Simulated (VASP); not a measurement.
# WS2 (P6_3/mmc) in VASP: further runs, part 2 of 3

VASP 6.6.1.

## 4. Single point, LDA (atoms shifted along a free coordinate)

File INCAR:

```
PREC = Accurate
ENCUT = 520
EDIFF = 1E-7
ISMEAR = 0
SIGMA = 0.05
LREAL = F
LASPH = T
NELM = 60
ALGO = Normal
ISIF = 2
LWAVE = F
LCHARG = F
GGA = CA
NBANDS = 35
```

File KPOINTS:

```
Automatic mesh
0
Gamma
  12 12 4
```

File POSCAR:

```
WS2
1.0
    3.1541676745      0.0000000000      0.0000000000
   -1.5770838372      2.7315893339      0.0000000000
    0.0000000000      0.0000000000     12.2592083320
W S
2 4
Direct
    0.3333333333      0.6666666667      0.2500000000
    0.6666666667      0.3333333333      0.7500000000
    0.3333333333      0.6666666667      0.6351502730
    0.6666666667      0.3333333333      0.1351502730
    0.3333333333      0.6666666667      0.8648497270
    0.6666666667      0.3333333333      0.3648497270
```

Potentials or basis: VASP PAW LDA potentials, release 64 (W_sv, S).

Launch:

```sh
$ cat potpaw_LDA.64/W_sv/POTCAR potpaw_LDA.64/S/POTCAR > POTCAR
$ mpirun -np 1 vasp_std > vasp.out
```

OUTCAR:

```text
PREC = Accurate
   ENCUT = 520
   EDIFF = 1E-7
   ISMEAR = 0
   LREAL = F
   LASPH = T
   NELM = 60
   ISIF = 2
   GGA = CA

 ion  position               nearest neighbor table
   1  0.333  0.667  0.250-   4 2.30   6 2.30   4 2.30   6 2.30   4 2.30   6 2.30
   2  0.667  0.333  0.750-   3 2.30   5 2.30   3 2.30   5 2.30   3 2.30   5 2.30
   3  0.333  0.667  0.635-   2 2.30   2 2.30   2 2.30
   4  0.667  0.333  0.135-   1 2.30   1 2.30   1 2.30
   5  0.333  0.667  0.865-   2 2.30   2 2.30   2 2.30
   6  0.667  0.333  0.365-   1 2.30   1 2.30   1 2.30

  LATTYP: Found a hexagonal cell.
 ALAT       =     3.1541676745
 C/A-ratio  =     3.8866698277

  Lattice vectors:

 A1 = (   3.1541676745,   0.0000000000,   0.0000000000)
 A2 = (  -1.5770838372,   2.7315893339,   0.0000000000)
 A3 = (   0.0000000000,   0.0000000000,  12.2592083320)

Analysis of symmetry for initial positions (statically):
=====================================================================
 Subroutine PRICEL returns:
 Original cell was already a primitive cell.

 Routine SETGRP: Setting up the symmetry group for a
 hexagonal supercell.

 Subroutine GETGRP returns: Found 24 space group operations
 (whereof 12 operations were pure point group operations)
 out of a pool of 24 trial point group operations.

The static configuration has the point symmetry D_3d.
 The point group associated with its full space group is D_6h.

Analysis of symmetry for dynamics (positions and initial velocities):
=====================================================================
 Subroutine PRICEL returns:
 Original cell was already a primitive cell.

 Routine SETGRP: Setting up the symmetry group for a
 hexagonal supercell.

 Subroutine GETGRP returns: Found 24 space group operations
 (whereof 12 operations were pure point group operations)
 out of a pool of 24 trial point group operations.

The dynamic configuration has the point symmetry D_3d.
 The point group associated with its full space group is D_6h.

 Subroutine INISYM returns: Found 24 space group operations
 (whereof 12 operations are pure point group operations),
 and found     1 'primitive' translations

----------------------------------------------------------------------------------------

                                     Primitive cell

  volume of cell :     105.6240

  direct lattice vectors                    reciprocal lattice vectors
     3.154167675  0.000000000  0.000000000     0.317040850  0.183043620  0.000000000
    -1.577083837  2.731589334  0.000000000     0.000000000  0.366087240  0.000000000
     0.000000000  0.000000000 12.259208332     0.000000000  0.000000000  0.081571336

  length of vectors
     3.154167675  3.154167674 12.259208332     0.366087240  0.366087240  0.081571336

  position of ions in fractional coordinates (direct lattice)
     0.333333333  0.666666667  0.250000000
     0.666666667  0.333333333  0.750000000
     0.333333333  0.666666667  0.635150273
     0.666666667  0.333333333  0.135150273
     0.333333333  0.666666667  0.864849727
     0.666666667  0.333333333  0.364849727

  ion indices of the primitive-cell ions
   primitive index   ion index
                 1           1
                 2           2
                 3           3
                 4           4
                 5           5
                 6           6

[... 31 lines left out ...]
  0.250000 -0.000000  0.000000      6.000000
  0.333333 -0.000000  0.000000      6.000000
  0.416667  0.000000  0.000000      6.000000
[... 16 lines left out ...]
  0.250000 -0.000000  0.250000     12.000000
  0.333333 -0.000000  0.250000     12.000000
 [... further k-points ...]
   k-points           NKPTS =     57   k-points in BZ     NKDIM =     57   number of bands    NBANDS=     35
   number of dos      NEDOS =    301   number of ions     NIONS =      6
   total plane-waves  NPLWV =  55296
   dimension x,y,z NGX =    24 NGY =   24 NGZ =   96
   dimension x,y,z NGXF=    48 NGYF=   48 NGZF=  192
   ions per type =               2   4
   NGX,Y,Z   is equivalent  to a cutoff of  12.65, 12.65, 13.02 a.u.
   NGXF,Y,Z  is equivalent  to a cutoff of  25.30, 25.30, 26.04 a.u.
 SYSTEM =  unknown system
   PREC   = accura    normal or accurate (medium, high low for compatibility)
   ISTART =      0    job   : 0-new  1-cont  2-samecut
   ICHARG =      2    charge: 1-file 2-atom 10-const
   ISPIN  =      1    spin polarized calculation?
   LNONCOLLINEAR =      F non collinear calculations
   LSORBIT =      F    spin-orbit coupling
   LASPH  =      T    aspherical Exc in radial PAW
   ENCUT  =  520.0 eV  38.22 Ry    6.18 a.u.   5.86  5.86 22.79*2*pi/ulx,y,z
   NELM   =     60;   NELMIN=  2; NELMDL= -5     # of ELM steps
   EDIFF  = 0.1E-06   stopping-criterion for ELM
   LREAL  =      F    real-space projection
   EDIFFG = 0.1E-05   stopping-criterion for IOM
   NSW    =      0    number of steps for IOM
   IBRION =     -1    ionic relax: 0-MD 1-quasi-New 2-CG
   NFREE  =      0    steps in history (QN), initial steepest desc. (CG)
   ISIF   =      2    stress and relaxation
   ISYM   =      2    0-nonsym 1-usesym 2-fastsym
   POTIM  = 0.5000    time-step for ionic-motion
   TEBEG  =    0.0;   TEEND  =   0.0 temperature during run
   PSTRESS=    0.0 pullay stress
   NELECT =      52.0000    total number of electrons
   NUPDOWN=      -1.0000    fix difference up-down
   EMIN   =  10.00;   EMAX   =-10.00  energy-range for DOS
   EFERMI =   0.00;   METHOD = LEGACY
   ISMEAR =     0;   SIGMA  =   0.05  broadening in eV -4-tet -1-fermi 0-gaus
   EFERMI_NEDOS =   21; number of points for ismear=-14 and -15
   IALGO  =     38    algorithm
   IMIX   =      4    mixing-type and parameters
     AMIX     =   0.40;   BMIX     =  1.00
     AMIX_MAG =   1.60;   BMIX_MAG =  1.00
  volume/ion in A,a.u.               =      17.60       118.80
  Fermi-wavevector in a.u.,A,eV,Ry     =   1.292672  2.442796 22.735354  1.671001
  Thomas-Fermi vector in A             =   2.424366
   LORBIT       =      0    0 simple, 1 ext, 2 COOP (PROOUT), +10 PAW based schemes
   GGA     = CA    functional components
   LHFCALC =     F    Hartree Fock is set to
   AEXX    =    0.0000 exact exchange contribution
   IVDW    =     0    specifies the selected vdW correction
   LEPSILON=     F    determine dielectric tensor
   LRPA    =     F    only Hartree local field effects (RPA)
 non-spin polarized calculation
 Gauss-broadening in eV      SIGMA  =   0.05
  energy-cutoff  :      520.00
  volume of cell :      105.62
 maximum number of plane-waves:      2860
 NGX is ok and might be reduce to    24
   NGX = 11   NGY = 11   NGZ = 45

 number of electron      51.9999990 magnetization

 Free energy of the ion-electron system (eV)
  ---------------------------------------------------
  ext. energy  EPLUGINS =         0.00000000
  ---------------------------------------------------
  free energy    TOTEN  =       -51.49723950 eV

  energy without entropy =      -51.49675277  energy(sigma->0) =      -51.49699614

 E-fermi :   7.8420     XC(G=0): -11.0918

 val. band max:        7.8369084083   @ k =   0.0000   0.0000   0.2500
 cond. band min:       7.8827671379   @ k =   0.3333   0.3333   0.0000
 fundamental gap:      0.0458587296
 Fermi energy:         7.8420078428

 k-point     1 :       0.0000    0.0000    0.0000
  band No.  band energies     occupation
      1     -66.6768      2.00000
      2     -66.6768      2.00000
      3     -31.2899      2.00000
      4     -31.2898      2.00000
      5     -31.1579      2.00000
      6     -31.1579      2.00000
[... 901 lines left out ...]
     34      11.9713      0.00000
     35      13.3947      0.00000

 [... further k-points ...]

------------------------ aborting loop because EDIFF is reached ----------------------------------------

  FORCE on cell =-STRESS in cart. coord.  units (eV):
  Direction    XX          YY          ZZ          XY          YZ          ZX
  --------------------------------------------------------------------------------------
  -------------------------------------------------------------------------------------
  Total        7.0999077      7.0999077     19.7113356      0.0000000     -0.0000000      0.0000000
  in kB      107.6962734    107.6962734    298.9950676      0.0000000     -0.0000000      0.0000000
  external PRESSURE =     171.4625381 kB  Pullay stress =       0.0000000 kB

 VOLUME and BASIS-vectors are now :
 -----------------------------------------------------------------------------
  energy-cutoff  :      520.00
  volume of cell :      105.62
      direct lattice vectors                 reciprocal lattice vectors
     3.154167675  0.000000000  0.000000000     0.317040850  0.183043620  0.000000000
    -1.577083837  2.731589334  0.000000000     0.000000000  0.366087240  0.000000000
     0.000000000  0.000000000 12.259208332     0.000000000  0.000000000  0.081571336

 POSITION                                       TOTAL-FORCE (eV/Angst)
 -----------------------------------------------------------------------------------
     -0.00000      1.82106      3.06480         0.000000      0.000000     -0.000000
      1.57708      0.91053      9.19441        -0.000000     -0.000000     -0.000000
     -0.00000      1.82106      7.78644        -0.000000      0.000000     -3.653826
      1.57708      0.91053      1.65684         0.000000      0.000000     -3.653826
     -0.00000      1.82106     10.60237        -0.000000      0.000000      3.653826
      1.57708      0.91053      4.47277         0.000000     -0.000000      3.653826
 -----------------------------------------------------------------------------------
    total drift:                               -0.000000      0.000000     -0.000000

  FREE ENERGIE OF THE ION-ELECTRON SYSTEM (eV)
  ---------------------------------------------------
  free  energy   TOTEN  =       -51.4972394994 eV

  energy  without entropy=      -51.4967527750  energy(sigma->0) =      -51.49699614
```

OSZICAR:

```text
N       E                     dE             d eps       ncg     rms          rms(c)
DAV:   1     0.520634386315E+03    0.52063E+03   -0.28619E+04  4334   0.149E+03
DAV:   2    -0.204591207645E+02   -0.54109E+03   -0.52225E+03  4574   0.415E+02
DAV:   3    -0.532347658572E+02   -0.32776E+02   -0.32228E+02  4966   0.984E+01
DAV:   4    -0.540160892302E+02   -0.78132E+00   -0.77682E+00  4832   0.159E+01
DAV:   5    -0.540332737011E+02   -0.17184E-01   -0.17175E-01  4825   0.245E+00    0.480E+01
DAV:   6    -0.517914363755E+02    0.22418E+01   -0.65862E+00  4543   0.170E+01    0.206E+01
DAV:   7    -0.515535330611E+02    0.23790E+00   -0.13841E+00  4430   0.597E+00    0.727E+00
DAV:   8    -0.515019799927E+02    0.51553E-01   -0.21222E-01  4757   0.288E+00    0.166E+00
DAV:   9    -0.514986535679E+02    0.33264E-02   -0.19671E-02  4767   0.746E-01    0.894E-01
DAV:  10    -0.514973505902E+02    0.13030E-02   -0.12688E-02  4774   0.622E-01    0.178E-01
DAV:  11    -0.514972426186E+02    0.10797E-03   -0.16795E-03  4399   0.223E-01    0.838E-02
DAV:  12    -0.514972368104E+02    0.58082E-05   -0.69275E-05  4560   0.585E-02    0.183E-02
DAV:  13    -0.514972394554E+02   -0.26450E-05   -0.58340E-06  4816   0.151E-02    0.185E-02
DAV:  14    -0.514972395848E+02   -0.12941E-06   -0.19685E-06  4699   0.913E-03    0.593E-03
DAV:  15    -0.514972394994E+02    0.85418E-07   -0.45273E-07  4086   0.405E-03
   1 F= -.51497239E+02 E0= -.51496996E+02  d E =-.486724E-03
```

It took 87 s on 1 thread of Intel Xeon 6975P-C (Granite Rapids), shared host; peak memory 0.28 GiB.

What came out:

- Free energy: -51.4972 eV
- Pressure: 17.1 GPa
- Largest force: 3.654 eV/Å
- Band gap on the k mesh: zero (bands 26 and 27 overlap by 0.04 eV)

Forces in eV/Å, atoms in the order of the input:
```
W    0.000  0.000  0.000
W    0.000  0.000  0.000
S    0.000  0.000 -3.654
S    0.000  0.000 -3.654
S    0.000  0.000  3.654
S    0.000  0.000  3.654
```

Caveat: the cell differs from its parent crystal (atoms shifted along a free coordinate); the cell stands under pressure; spin-orbit coupling is left out, which moves the levels of the heavy elements; forces of over 1 eV/Å act on the atoms, so gaps and moduli don't describe the material at rest.

(Part 2 of 3 ends here.)
